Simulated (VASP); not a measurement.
# Ca (Fm-3m) in VASP: notebook, part 2 of 3

VASP 6.6.1. Earlier steps stand in the parts before.

## Step 3: Single point, BLYP (volume scaled by 0.96)

INCAR

```
SYSTEM = Ca
PREC = Accurate
ENCUT = 520
EDIFF = 1E-6
ISMEAR = -1
SIGMA = 0.1
LREAL = .False.
LASPH = .True.
NELM = 60
ALGO = Normal
ISIF = 2
LWAVE = .False.
LCHARG = .False.
GGA = B5
ALDAX = 1.0
AGGAX = 1.0
AGGAC = 1.0
ALDAC = 0.0
NBANDS = 11
```

KPOINTS

```
Automatic mesh
0
Gamma
  16 16 16
  0 0 0
```

POSCAR

```
Ca
1.0
    0.0000000000      2.7334524327      2.7334524327
    2.7334524327      0.0000000000      2.7334524327
    2.7334524327      2.7334524327      0.0000000000
Ca
1
Direct
    0.0000000000      0.0000000000      0.0000000000
```

Potentials or basis: VASP PAW PBE potentials, release 64 (Ca_sv).

Started as:

```bash
$ cat potpaw_PBE.64/Ca_sv/POTCAR > POTCAR
$ mpirun -np 1 vasp_std > vasp.out
```

OUTCAR:

```text
SYSTEM = Ca
   PREC = Accurate
   ENCUT = 520
   EDIFF = 1E-6
   ISMEAR = -1
   LREAL = .False.
   LASPH = .True.
   NELM = 60
   ISIF = 2
   GGA = B5

 ion  position               nearest neighbor table
   1  0.000  0.000  0.000-

  LATTYP: Found a face centered cubic cell.
 ALAT       =     5.4669048654

  Lattice vectors:

 A1 = (   0.0000000000,   2.7334524327,   2.7334524327)
 A2 = (   2.7334524327,   0.0000000000,   2.7334524327)
 A3 = (   2.7334524327,   2.7334524327,   0.0000000000)

Analysis of symmetry for initial positions (statically):
=====================================================================
 Subroutine PRICEL returns:
 Original cell was already a primitive cell.

 Routine SETGRP: Setting up the symmetry group for a
 face centered cubic supercell.

 Subroutine GETGRP returns: Found 48 space group operations
 (whereof 48 operations were pure point group operations)
 out of a pool of 48 trial point group operations.

The static configuration has the point symmetry O_h .

Analysis of symmetry for dynamics (positions and initial velocities):
=====================================================================
 Subroutine PRICEL returns:
 Original cell was already a primitive cell.

 Routine SETGRP: Setting up the symmetry group for a
 face centered cubic supercell.

 Subroutine GETGRP returns: Found 48 space group operations
 (whereof 48 operations were pure point group operations)
 out of a pool of 48 trial point group operations.

The dynamic configuration has the point symmetry O_h .

 Subroutine INISYM returns: Found 48 space group operations
 (whereof 48 operations are pure point group operations),
 and found     1 'primitive' translations

----------------------------------------------------------------------------------------

                                     Primitive cell

  volume of cell :      40.8474

  direct lattice vectors                    reciprocal lattice vectors
     0.000000000  2.733452433  2.733452433    -0.182918859  0.182918859  0.182918859
     2.733452433  0.000000000  2.733452433     0.182918859 -0.182918859  0.182918859
     2.733452433  2.733452433  0.000000000     0.182918859  0.182918859 -0.182918859

  length of vectors
     3.865685502  3.865685502  3.865685502     0.316824757  0.316824757  0.316824757

  position of ions in fractional coordinates (direct lattice)
     0.000000000  0.000000000  0.000000000

  ion indices of the primitive-cell ions
   primitive index   ion index
                 1           1

----------------------------------------------------------------------------------------

 KPOINTS: Automatic mesh

Automatic generation of k-mesh.
 Grid dimensions read from file:
 generate k-points for:   16   16   16

 Generating k-lattice:

  Cartesian coordinates                     Fractional coordinates (reciprocal lattice)
    -0.011432429  0.011432429  0.011432429     0.062500000  0.000000000  0.000000000
     0.011432429 -0.011432429  0.011432429     0.000000000  0.062500000  0.000000000
     0.011432429  0.011432429 -0.011432429     0.000000000  0.000000000  0.062500000

  Length of vectors
     0.019801547  0.019801547  0.019801547

  Shift w.r.t. Gamma in fractional coordinates (k-lattice)
     0.000000000  0.000000000  0.000000000

 Subroutine IBZKPT returns following result:
 ===========================================

 Found    145 irreducible k-points:

 Following reciprocal coordinates:
            Coordinates               Weight
  0.000000  0.000000  0.000000      1.000000
  0.062500  0.000000  0.000000      8.000000
  0.125000  0.000000  0.000000      8.000000
  0.187500  0.000000  0.000000      8.000000
  0.250000  0.000000  0.000000      8.000000
  0.312500  0.000000  0.000000      8.000000
[... 16 lines left out ...]
 -0.125000  0.062500  0.000000     24.000000
 -0.062500  0.062500  0.000000     12.000000
 [... further k-points ...]
   k-points           NKPTS =    145   k-points in BZ     NKDIM =    145   number of bands    NBANDS=     11
   number of dos      NEDOS =    301   number of ions     NIONS =      1
   total plane-waves  NPLWV =  27000
   dimension x,y,z NGX =    30 NGY =   30 NGZ =   30
   dimension x,y,z NGXF=    60 NGYF=   60 NGZF=   60
   ions per type =               1
   NGX,Y,Z   is equivalent  to a cutoff of  12.90, 12.90, 12.90 a.u.
   NGXF,Y,Z  is equivalent  to a cutoff of  25.80, 25.80, 25.80 a.u.
 SYSTEM =  Ca
   PREC   = accura    normal or accurate (medium, high low for compatibility)
   ISTART =      0    job   : 0-new  1-cont  2-samecut
   ICHARG =      2    charge: 1-file 2-atom 10-const
   ISPIN  =      1    spin polarized calculation?
   LNONCOLLINEAR =      F non collinear calculations
   LSORBIT =      F    spin-orbit coupling
   LASPH  =      T    aspherical Exc in radial PAW
   ENCUT  =  520.0 eV  38.22 Ry    6.18 a.u.   7.19  7.19  7.19*2*pi/ulx,y,z
   NELM   =     60;   NELMIN=  2; NELMDL= -5     # of ELM steps
   EDIFF  = 0.1E-05   stopping-criterion for ELM
   LREAL  =      F    real-space projection
   EDIFFG = 0.1E-04   stopping-criterion for IOM
   NSW    =      0    number of steps for IOM
   IBRION =     -1    ionic relax: 0-MD 1-quasi-New 2-CG
   NFREE  =      0    steps in history (QN), initial steepest desc. (CG)
   ISIF   =      2    stress and relaxation
   ISYM   =      2    0-nonsym 1-usesym 2-fastsym
   POTIM  = 0.5000    time-step for ionic-motion
   TEBEG  =    0.0;   TEEND  =   0.0 temperature during run
   PSTRESS=    0.0 pullay stress
   NELECT =      10.0000    total number of electrons
   NUPDOWN=      -1.0000    fix difference up-down
   EMIN   =  10.00;   EMAX   =-10.00  energy-range for DOS
   EFERMI =   0.00;   METHOD = LEGACY
   ISMEAR =    -1;   SIGMA  =   0.10  broadening in eV -4-tet -1-fermi 0-gaus
   EFERMI_NEDOS =   21; number of points for ismear=-14 and -15
   IALGO  =     38    algorithm
   IMIX   =      4    mixing-type and parameters
     AMIX     =   0.40;   BMIX     =  1.00
     AMIX_MAG =   1.60;   BMIX_MAG =  1.00
  volume/ion in A,a.u.               =      40.85       275.65
  Fermi-wavevector in a.u.,A,eV,Ry     =   1.024126  1.935317 14.270248  1.048834
  Thomas-Fermi vector in A             =   2.157896
   LORBIT       =      0    0 simple, 1 ext, 2 COOP (PROOUT), +10 PAW based schemes
   GGA     = B5    functional components
   LHFCALC =     F    Hartree Fock is set to
   AEXX    =    0.0000 exact exchange contribution
   IVDW    =     0    specifies the selected vdW correction
   LEPSILON=     F    determine dielectric tensor
   LRPA    =     F    only Hartree local field effects (RPA)
 non-spin polarized calculation
  energy-cutoff  :      520.00
  volume of cell :       40.85
 maximum number of plane-waves:      1124
 NGX is ok and might be reduce to    30
   NGX = 15   NGY = 15   NGZ = 15

 number of electron      10.0000002 magnetization

 Free energy of the ion-electron system (eV)
  ---------------------------------------------------
  ext. energy  EPLUGINS =         0.00000000
  ---------------------------------------------------
  free energy    TOTEN  =        -1.25891662 eV

  energy without entropy =       -1.21748164  energy(sigma->0) =       -1.23819913

 E-fermi :   2.5337     XC(G=0):  -7.4068

 val. band max:        2.5333550863   @ k =  -0.4375   0.1875   0.0625
 cond. band min:       2.5630177145   @ k =  -0.3125   0.4375   0.1250
 fundamental gap:      0.0296626281
 Fermi energy:         2.5336932911

 k-point     1 :       0.0000    0.0000    0.0000
  band No.  band energies     occupation
      1     -39.4176      2.00000
      2     -20.4507      2.00000
      3     -20.4507      2.00000
      4     -20.4507      2.00000
      5      -1.5047      2.00000
      6       4.7150      0.00000
      7       4.7150      0.00000
      8       4.7150      0.00000
      9       5.7697      0.00000
     10       5.7697      0.00000
     11      11.9553      0.00000

 k-point     2 :       0.0625    0.0000    0.0000
  band No.  band energies     occupation
      1     -39.4170      2.00000
      2     -20.4568      2.00000
      3     -20.4516      2.00000
      4     -20.4516      2.00000
      5      -1.4356      2.00000
      6       4.6466      0.00000
      7       4.7417      0.00000
      8       4.7417      0.00000
      9       5.7471      0.00000
     10       5.7471      0.00000
     11      12.0380      0.00000
[... 295 lines left out ...]
 k-point    24 :      -0.0625    0.0625    0.0000
  band No.  band energies     occupation
      1     -39.4160      2.00000
      2     -20.4653      2.00000
      3     -20.4551      2.00000
      4     -20.4519      2.00000
      5      -1.3215      2.00000
      6       4.5418      0.00000
      7       4.7752      0.00000
      8       4.7882      0.00000
      9       5.6578      0.00000
     10       5.7709      0.00000
     11      12.1473      0.00000

 [... further k-points ...]
[... 5 lines left out ...]
  --------------------------------------------------------------------------------------
  -------------------------------------------------------------------------------------
  Total        0.1868725      0.1868725      0.1868725      0.0000000      0.0000000      0.0000000
  in kB        7.3297885      7.3297885      7.3297885      0.0000000      0.0000000      0.0000000
  external PRESSURE =       7.3297885 kB  Pullay stress =       0.0000000 kB

 VOLUME and BASIS-vectors are now :
 -----------------------------------------------------------------------------
  energy-cutoff  :      520.00
  volume of cell :       40.85
      direct lattice vectors                 reciprocal lattice vectors
     0.000000000  2.733452433  2.733452433    -0.182918859  0.182918859  0.182918859
     2.733452433  0.000000000  2.733452433     0.182918859 -0.182918859  0.182918859
     2.733452433  2.733452433  0.000000000     0.182918859  0.182918859 -0.182918859

 POSITION                                       TOTAL-FORCE (eV/Angst)
 -----------------------------------------------------------------------------------
      0.00000      0.00000      0.00000        -0.000000     -0.000000     -0.000000
 -----------------------------------------------------------------------------------
    total drift:                               -0.000000     -0.000000      0.000000

  FREE ENERGIE OF THE ION-ELECTRON SYSTEM (eV)
  ---------------------------------------------------
  free  energy   TOTEN  =        -1.2589166215 eV

  energy  without entropy=       -1.2174816403  energy(sigma->0) =       -1.23819913
```

OSZICAR:

```text
N       E                     dE             d eps       ncg     rms          rms(c)
DAV:   1     0.683259227338E+02    0.68326E+02   -0.50570E+03  3190   0.827E+02
DAV:   2     0.384857572395E+00   -0.67941E+02   -0.67250E+02  3559   0.210E+02
DAV:   3    -0.118636792401E+01   -0.15712E+01   -0.15468E+01  4588   0.309E+01
DAV:   4    -0.126682318394E+01   -0.80455E-01   -0.80146E-01  4139   0.548E+00
DAV:   5    -0.126854212444E+01   -0.17189E-02   -0.17187E-02  4426   0.663E-01    0.192E+00
DAV:   6    -0.125741061607E+01    0.11132E-01   -0.20367E-02  3884   0.129E+00    0.120E+00
DAV:   7    -0.125883806317E+01   -0.14274E-02   -0.27897E-02  3687   0.147E+00    0.137E-01
DAV:   8    -0.125869027048E+01    0.14779E-03   -0.29160E-03  3709   0.552E-01    0.346E-02
DAV:   9    -0.125892006836E+01   -0.22980E-03   -0.70928E-04  3870   0.127E-01    0.178E-02
DAV:  10    -0.125891797586E+01    0.20925E-05   -0.31720E-05  3876   0.563E-02    0.245E-03
DAV:  11    -0.125891653114E+01    0.14447E-05   -0.46039E-06  3915   0.143E-02    0.726E-04
DAV:  12    -0.125891662146E+01   -0.90319E-07   -0.24117E-07  2075   0.323E-03
   1 F= -.12589166E+01 E0= -.12381991E+01  d E =-.414350E-01
```

It took 64 s on 1 thread of Intel Xeon 6975P-C, shared host; peak memory 0.21 GiB.

What came out:

```
Free energy            : -1.2589 eV
Pressure               : 0.7 GPa
Band gap on the k mesh : zero (band 5 reaches 2.66 eV, above the bottom of band 6 at 2.49 eV)
```

Levels at points of the mesh, in eV from the Fermi level:
| k point | band 1 | band 2 | band 3 | band 4 | band 5 | band 6 | band 7 | band 8 | band 9 | band 10 |
| --- | --- | --- | --- | --- | --- | --- | --- | --- | --- | --- |
| (0.00, 0.00, 0.00) | -41.95 | -22.98 | -22.98 | -22.98 | -4.04 | 2.18 | 2.18 | 2.18 | 3.24 | 3.24 |
| (0.50, 0.00, 0.00) | -41.94 | -23.14 | -23.01 | -23.01 | -1.02 | -0.04 | 2.06 | 2.06 | 3.94 | 3.94 |
| (0.50, 0.50, 0.00) | -41.93 | -23.13 | -23.04 | -23.04 | -0.55 | 0.46 | 1.13 | 3.92 | 4.13 | 4.13 |

Caveat: the PAW data sets were made with another functional, which shifts forces and pressure a little.

[end of part 2 of 3]
